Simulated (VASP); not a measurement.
# HgTe (I-4m2) in VASP: a series of runs

HgTe is run at these levels: PBEsol; tasks: electric field gradients.

Program: VASP 6.6.1. These are calculated values, not measurements. Logs are shortened: lines on timing, memory, paths and dates and some standing lists are left out, and cuts for length are marked.

## Step 1: The cell of the first run

The structure is tetragonal, space group I-4m2 (No. 119). Conventional cell: a = 4.559 Å, b = 4.559 Å, c = 6.383 Å, α = 90.00°, β = 90.00°, γ = 90.00°. Hg (site symmetry -4m2) has 4 Te at 2.78 Å within 3.7 Å. Within 3.7 Å of Te (site symmetry -4m2) lie 4 Hg at 2.78 Å.

## Step 2: Electric field gradients, PBEsol (zz strain of -1 %)

Input file INCAR:

```
SYSTEM = HgTe
  ALGO = Normal
  EDIFF = 1E-8
  ENCUT = 520
  GGA = PS
  ISIF = 2
  ISMEAR = -1
  LASPH = .TRUE.
  LCHARG = .FALSE.
  LEFG = .TRUE.
  LREAL = .FALSE.
  LWAVE = .FALSE.
  NBANDS = 16
  NELM = 60
  PREC = Accurate
  SIGMA = 0.05
```

Input file KPOINTS:

```
k-points
0
G
  9 9 9
  0 0 0
```

Input file POSCAR:

```
HgTe
1.0
    0.0000000000      3.2235000000      3.1912650000
    3.2235000000      0.0000000000      3.1912650000
    3.2235000000      3.2235000000      0.0000000000
Hg Te
1 1
Direct
    0.0000000000      0.0000000000      0.0000000000
    0.7500000000      0.7500000000      0.7500000000
```

Potentials or basis: VASP PAW PBE potentials, release 64 (Hg, Te).

Command:

```
$ cat potpaw_PBE.64/Hg/POTCAR potpaw_PBE.64/Te/POTCAR > POTCAR
$ mpirun -np 1 vasp_std > vasp.out
```

OUTCAR:

```text
SYSTEM = HgTe
   EDIFF = 1E-8
   ENCUT = 520
   GGA = PS
   ISIF = 2
   ISMEAR = -1
   LASPH = .TRUE.
   LREAL = .FALSE.
   NELM = 60
   PREC = Accurate

 ion  position               nearest neighbor table
   1  0.000  0.000  0.000-   2 2.78   2 2.78   2 2.78   2 2.78
   2  0.750  0.750  0.750-   1 2.78   1 2.78   1 2.78   1 2.78

  LATTYP: Found a body centered tetragonal cell.
 ALAT       =     4.5587174183
 C/A-ratio  =     1.4000714267

  Lattice vectors:

 A1 = (   0.0000000000,  -3.2235000000,  -3.1912650000)
 A2 = (   0.0000000000,   3.2235000000,  -3.1912650000)
 A3 = (   3.2235000000,   0.0000000000,   3.1912650000)

Analysis of symmetry for initial positions (statically):
=====================================================================
 Subroutine PRICEL returns:
 Original cell was already a primitive cell.

 Routine SETGRP: Setting up the symmetry group for a
 body centered tetragonal supercell.

 Subroutine GETGRP returns: Found  8 space group operations
 (whereof  8 operations were pure point group operations)
 out of a pool of 16 trial point group operations.

The static configuration has the point symmetry D_2d.

Analysis of symmetry for dynamics (positions and initial velocities):
=====================================================================
 Subroutine PRICEL returns:
 Original cell was already a primitive cell.

 Routine SETGRP: Setting up the symmetry group for a
 body centered tetragonal supercell.

 Subroutine GETGRP returns: Found  8 space group operations
 (whereof  8 operations were pure point group operations)
 out of a pool of 16 trial point group operations.

The dynamic configuration has the point symmetry D_2d.

 Subroutine INISYM returns: Found  8 space group operations
 (whereof  8 operations are pure point group operations),
 and found     1 'primitive' translations

----------------------------------------------------------------------------------------

                                     Primitive cell

  volume of cell :      66.3206

  direct lattice vectors                    reciprocal lattice vectors
     0.000000000  3.223500000  3.191265000    -0.155110904  0.155110904  0.156677681
[... 127 lines left out ...]
  ---------------------------------------------------
  ext. energy  EPLUGINS =         0.00000000
  ---------------------------------------------------
  free energy    TOTEN  =        -4.35908339 eV

  energy without entropy =       -4.35863804  energy(sigma->0) =       -4.35886071

 E-fermi :   3.2068     XC(G=0):  -9.0197

 val. band max:        3.1688593745   @ k =   0.0000   0.0000   0.0000
 cond. band min:       3.7287837873   @ k =   0.1111   0.0000   0.0000
 fundamental gap:      0.5599244128
 Fermi energy:         3.2068163250

 k-point     1 :       0.0000    0.0000    0.0000
  band No.  band energies     occupation
      1      -9.0105      2.00000
      2      -4.3097      2.00000
      3      -4.3097      2.00000
      4      -4.3074      2.00000
      5      -3.7550      2.00000
      6      -3.7473      2.00000
[... 433 lines left out ...]
      3      -3.9629      2.00000
      4      -3.9629      2.00000
      5      -3.6882      2.00000
      6      -3.3880      2.00000
[... 8 lines left out ...]
     15      13.3742      0.00000
     16      14.9053      0.00000

 [... further k-points ...]

------------------------ aborting loop because EDIFF is reached ----------------------------------------

  FORCE on cell =-STRESS in cart. coord.  units (eV):
  Direction    XX          YY          ZZ          XY          YZ          ZX
  --------------------------------------------------------------------------------------
  -------------------------------------------------------------------------------------
  Total        0.7897166      0.7897166      0.8479433      0.0000000      0.0000000      0.0000000
  in kB       19.0780354     19.0780354     20.4846802      0.0000000      0.0000000      0.0000000
  external PRESSURE =      19.5469170 kB  Pullay stress =       0.0000000 kB

 VOLUME and BASIS-vectors are now :
 -----------------------------------------------------------------------------
  energy-cutoff  :      520.00
  volume of cell :       66.32
      direct lattice vectors                 reciprocal lattice vectors
     0.000000000  3.223500000  3.191265000    -0.155110904  0.155110904  0.156677681
     3.223500000  0.000000000  3.191265000     0.155110904 -0.155110904  0.156677681
     3.223500000  3.223500000  0.000000000     0.155110904  0.155110904 -0.156677681

 POSITION                                       TOTAL-FORCE (eV/Angst)
 -----------------------------------------------------------------------------------
      0.00000      0.00000      0.00000         0.000000      0.000000     -0.000000
      4.83525      4.83525      4.78690        -0.000000     -0.000000      0.000000
 -----------------------------------------------------------------------------------
    total drift:                                0.000000      0.000000     -0.000000

  FREE ENERGIE OF THE ION-ELECTRON SYSTEM (eV)
  ---------------------------------------------------
  free  energy   TOTEN  =        -4.3590833872 eV

  energy  without entropy=       -4.3586380396  energy(sigma->0) =       -4.35886071

 Electric field gradients (V/A^2)
---------------------------------------------------------------------
 ion       V_xx      V_yy      V_zz      V_xy      V_xz      V_yz
---------------------------------------------------------------------
   1      -3.279    -3.279     6.558    -0.000    -0.000    -0.000
   2       2.423     2.423    -4.847    -0.000    -0.000    -0.000
---------------------------------------------------------------------

 Electric field gradients after diagonalization (V/A^2)
 (convention: |V_zz| > |V_xx| > |V_yy|)
----------------------------------------------------------------------
 ion       V_xx      V_yy      V_zz     asymmetry (V_yy - V_xx)/ V_zz
----------------------------------------------------------------------
   1      -3.279    -3.279     6.558       0.000
   2       2.424     2.423    -4.847       0.000
----------------------------------------------------------------------

           NMR quadrupolar parameters

 Cq : quadrupolar parameter    Cq=e*Q*V_zz/h
 eta: asymmetry parameters     (V_yy - V_xx)/ V_zz
 Q  : nuclear electric quadrupole moment in mb (millibarn)
----------------------------------------------------------------------
 ion       Cq(MHz)       eta       Q (mb)
----------------------------------------------------------------------
   1       0.016       0.000       1.000
   2      -0.012       0.000       1.000
----------------------------------------------------------------------
```

OSZICAR:

```text
N       E                     dE             d eps       ncg     rms          rms(c)
DAV:   1     0.104762462999E+03    0.10476E+03   -0.82167E+03  2416   0.986E+02
DAV:   2    -0.954685150508E+00   -0.10572E+03   -0.98625E+02  2864   0.228E+02
DAV:   3    -0.456578633755E+01   -0.36111E+01   -0.36022E+01  2944   0.434E+01
DAV:   4    -0.459886605847E+01   -0.33080E-01   -0.33078E-01  3512   0.383E+00
DAV:   5    -0.459905033832E+01   -0.18428E-03   -0.18428E-03  3152   0.217E-01    0.798E+00
DAV:   6    -0.437255298214E+01    0.22650E+00   -0.44414E-01  2864   0.928E+00    0.633E+00
DAV:   7    -0.436134784959E+01    0.11205E-01   -0.10299E-01  2832   0.223E+00    0.230E+00
DAV:   8    -0.435930708467E+01    0.20408E-02   -0.11065E-02  2712   0.123E+00    0.585E-01
DAV:   9    -0.435907061515E+01    0.23647E-03   -0.70188E-04  3112   0.309E-01    0.126E-01
DAV:  10    -0.435907800654E+01   -0.73914E-05   -0.76459E-05  3008   0.800E-02    0.508E-02
DAV:  11    -0.435908504082E+01   -0.70343E-05   -0.21690E-05  3032   0.387E-02    0.335E-02
DAV:  12    -0.435908351600E+01    0.15248E-05   -0.36224E-06  2648   0.170E-02    0.161E-02
DAV:  13    -0.435908349416E+01    0.21841E-07   -0.34888E-07  3112   0.321E-03    0.919E-03
DAV:  14    -0.435908339363E+01    0.10053E-06   -0.22175E-07  2672   0.507E-03    0.153E-03
DAV:  15    -0.435908338721E+01    0.64165E-08   -0.30081E-08  3136   0.117E-03
   1 F= -.43590834E+01 E0= -.43588607E+01  d E =-.445348E-03
```

Run time: 40 s. Hardware: 1 thread of Intel Xeon 6975P-C (Granite Rapids), shared host; peak memory 0.25 GiB.

Results:

```yaml
Free_energy: -4.3591 eV
Pressure: 2.0 GPa
Largest_electric_field_gradient_by_atom: Hg +6.6; Te -4.8 V/Å²
```

Electric field gradients, principal values (V/Å²):
| atom | least | middle | greatest (by size) |
| --- | --- | --- | --- |
| 1 Hg | -3.279 | -3.279 | 6.558 |
| 2 Te | 2.423 | 2.424 | -4.847 |

Caveat: the cell differs from its parent crystal (zz strain of -1 %); without QUAD_EFG the Cq values of the log hold for a quadrupole moment of 1 mb, not for the nuclei; the PAW data sets were made with another functional, which shifts forces and pressure a little; spin-orbit coupling is left out, which moves the levels of the heavy elements.

## Step 3: Electric field gradients, PBEsol (zz strain of +2 %)

Input file INCAR:

```
SYSTEM = HgTe
ALGO = Normal
EDIFF = 1E-8
ENCUT = 520
GGA = PS
ISIF = 2
ISMEAR = -1
LASPH = .True.
LCHARG = .False.
LEFG = .True.
LREAL = .False.
LWAVE = .False.
NBANDS = 16
NELM = 100
PREC = Accurate
SIGMA = 0.05
```

Input file KPOINTS:

```
k-points
0
Gamma
  9 9 9
  0 0 0
```

Input file POSCAR:

```
HgTe
1.0
    0.0000000000      3.2235000000      3.2879700000
    3.2235000000      0.0000000000      3.2879700000
    3.2235000000      3.2235000000      0.0000000000
Hg Te
1 1
Direct
    0.0000000000      0.0000000000      0.0000000000
    0.7500000000      0.7500000000      0.7500000000
```

Potentials or basis: VASP PAW PBE potentials, release 64 (Hg, Te).

Command:

```
$ cat potpaw_PBE.64/Hg/POTCAR potpaw_PBE.64/Te/POTCAR > POTCAR
$ mpirun -np 1 vasp_std > vasp.out
```

OUTCAR:

```text
SYSTEM = HgTe
   EDIFF = 1E-8
   ENCUT = 520
   GGA = PS
   ISIF = 2
   ISMEAR = -1
   LASPH = .True.
   LREAL = .False.
   NELM = 100
   PREC = Accurate

 ion  position               nearest neighbor table
   1  0.000  0.000  0.000-   2 2.81   2 2.81   2 2.81   2 2.81
   2  0.750  0.750  0.750-   1 2.81   1 2.81   1 2.81   1 2.81

  LATTYP: Found a body centered tetragonal cell.
 ALAT       =     4.5587174183
 C/A-ratio  =     1.4424978336

  Lattice vectors:

 A1 = (  -3.2235000000,   0.0000000000,   3.2879700000)
 A2 = (   3.2235000000,   0.0000000000,   3.2879700000)
 A3 = (   0.0000000000,   3.2235000000,  -3.2879700000)

Analysis of symmetry for initial positions (statically):
=====================================================================
 Subroutine PRICEL returns:
 Original cell was already a primitive cell.

 Routine SETGRP: Setting up the symmetry group for a
 body centered tetragonal supercell.

 Subroutine GETGRP returns: Found  8 space group operations
 (whereof  8 operations were pure point group operations)
 out of a pool of 16 trial point group operations.

The static configuration has the point symmetry D_2d.

Analysis of symmetry for dynamics (positions and initial velocities):
=====================================================================
 Subroutine PRICEL returns:
 Original cell was already a primitive cell.

 Routine SETGRP: Setting up the symmetry group for a
 body centered tetragonal supercell.

 Subroutine GETGRP returns: Found  8 space group operations
 (whereof  8 operations were pure point group operations)
 out of a pool of 16 trial point group operations.

[... 160 lines left out ...]
      4      -4.4471      2.00000
      5      -3.9349      2.00000
      6      -3.9208      2.00000
[... 433 lines left out ...]
      3      -4.1267      2.00000
      4      -4.1267      2.00000
      5      -3.8662      2.00000
      6      -3.6189      2.00000
[... 8 lines left out ...]
     15      13.1258      0.00000
     16      14.5579      0.00000

 [... further k-points ...]

------------------------ aborting loop because EDIFF is reached ----------------------------------------

  FORCE on cell =-STRESS in cart. coord.  units (eV):
  Direction    XX          YY          ZZ          XY          YZ          ZX
  --------------------------------------------------------------------------------------
  -------------------------------------------------------------------------------------
  Total        0.2618676      0.2618676      0.1262118      0.0000000      0.0000000      0.0000000
  in kB        6.1401530      6.1401530      2.9593575      0.0000000      0.0000000      0.0000000
  external PRESSURE =       5.0798879 kB  Pullay stress =       0.0000000 kB

 VOLUME and BASIS-vectors are now :
 -----------------------------------------------------------------------------
  energy-cutoff  :      520.00
  volume of cell :       68.33
      direct lattice vectors                 reciprocal lattice vectors
     0.000000000  3.223500000  3.287970000    -0.155110904  0.155110904  0.152069514
     3.223500000  0.000000000  3.287970000     0.155110904 -0.155110904  0.152069514
     3.223500000  3.223500000  0.000000000     0.155110904  0.155110904 -0.152069514

 POSITION                                       TOTAL-FORCE (eV/Angst)
 -----------------------------------------------------------------------------------
      0.00000      0.00000      0.00000        -0.000000     -0.000000      0.000000
      4.83525      4.83525      4.93196         0.000000      0.000000     -0.000000
 -----------------------------------------------------------------------------------
    total drift:                                0.000000      0.000000      0.000000

  FREE ENERGIE OF THE ION-ELECTRON SYSTEM (eV)
  ---------------------------------------------------
  free  energy   TOTEN  =        -4.3740782492 eV

  energy  without entropy=       -4.3736248458  energy(sigma->0) =       -4.37385155

 Electric field gradients (V/A^2)
---------------------------------------------------------------------
 ion       V_xx      V_yy      V_zz      V_xy      V_xz      V_yz
---------------------------------------------------------------------
   1       6.270     6.270   -12.541    -0.000    -0.000    -0.000
   2      -4.986    -4.986     9.973    -0.000    -0.000    -0.000
---------------------------------------------------------------------

 Electric field gradients after diagonalization (V/A^2)
 (convention: |V_zz| > |V_xx| > |V_yy|)
----------------------------------------------------------------------
 ion       V_xx      V_yy      V_zz     asymmetry (V_yy - V_xx)/ V_zz
----------------------------------------------------------------------
   1       6.270     6.270   -12.541       0.000
   2      -4.987    -4.986     9.973       0.000
----------------------------------------------------------------------

           NMR quadrupolar parameters

 Cq : quadrupolar parameter    Cq=e*Q*V_zz/h
 eta: asymmetry parameters     (V_yy - V_xx)/ V_zz
 Q  : nuclear electric quadrupole moment in mb (millibarn)
----------------------------------------------------------------------
 ion       Cq(MHz)       eta       Q (mb)
----------------------------------------------------------------------
   1      -0.030       0.000       1.000
   2       0.024       0.000       1.000
----------------------------------------------------------------------
```

OSZICAR:

```text
N       E                     dE             d eps       ncg     rms          rms(c)
DAV:   1     0.104070753273E+03    0.10407E+03   -0.79966E+03  2424   0.971E+02
DAV:   2    -0.960010497775E+00   -0.10503E+03   -0.98005E+02  2784   0.227E+02
DAV:   3    -0.457458392829E+01   -0.36146E+01   -0.36058E+01  2960   0.434E+01
DAV:   4    -0.460800223872E+01   -0.33418E-01   -0.33416E-01  3648   0.379E+00
DAV:   5    -0.460808407786E+01   -0.81839E-04   -0.81839E-04  3168   0.176E-01    0.747E+00
DAV:   6    -0.438659892156E+01    0.22149E+00   -0.43662E-01  2840   0.905E+00    0.598E+00
DAV:   7    -0.437625557133E+01    0.10343E-01   -0.97605E-02  2824   0.214E+00    0.224E+00
DAV:   8    -0.437430253912E+01    0.19530E-02   -0.10069E-02  2728   0.116E+00    0.557E-01
DAV:   9    -0.437406418525E+01    0.23835E-03   -0.69391E-04  3176   0.303E-01    0.111E-01
DAV:  10    -0.437407268151E+01   -0.84963E-05   -0.76602E-05  3040   0.802E-02    0.488E-02
DAV:  11    -0.437407939719E+01   -0.67157E-05   -0.18527E-05  3056   0.333E-02    0.258E-02
DAV:  12    -0.437407833990E+01    0.10573E-05   -0.29152E-06  2640   0.136E-02    0.141E-02
DAV:  13    -0.437407833146E+01    0.84397E-08   -0.26382E-07  3176   0.302E-03    0.802E-03
DAV:  14    -0.437407825169E+01    0.79765E-07   -0.17044E-07  2712   0.430E-03    0.136E-03
DAV:  15    -0.437407824920E+01    0.24895E-08   -0.22215E-08  3120   0.102E-03
   1 F= -.43740782E+01 E0= -.43738515E+01  d E =-.453403E-03
```

Wall time 41 s (1 thread of Intel Xeon 6975P-C (Granite Rapids), shared host); peak memory 0.26 GiB.

Results:

```yaml
Free_energy: -4.3741 eV
Pressure: 0.5 GPa
Band_gap_on_the_k_mesh: zero (filled and empty bands touch)
Largest_electric_field_gradient_by_atom: Hg -12.5; Te +10.0 V/Å²
```

Electric field gradients, principal values (V/Å²):
| atom | least | middle | greatest (by size) |
| --- | --- | --- | --- |
| 1 Hg | 6.270 | 6.270 | -12.541 |
| 2 Te | -4.986 | -4.987 | 9.973 |

Caveat: the cell differs from its parent crystal (zz strain of +2 %); semilocal functionals underestimate gaps, so a narrow gap can read as zero; without QUAD_EFG the Cq values of the log hold for a quadrupole moment of 1 mb, not for the nuclei; the PAW data sets were made with another functional, which shifts forces and pressure a little; spin-orbit coupling is left out, which moves the levels of the heavy elements.
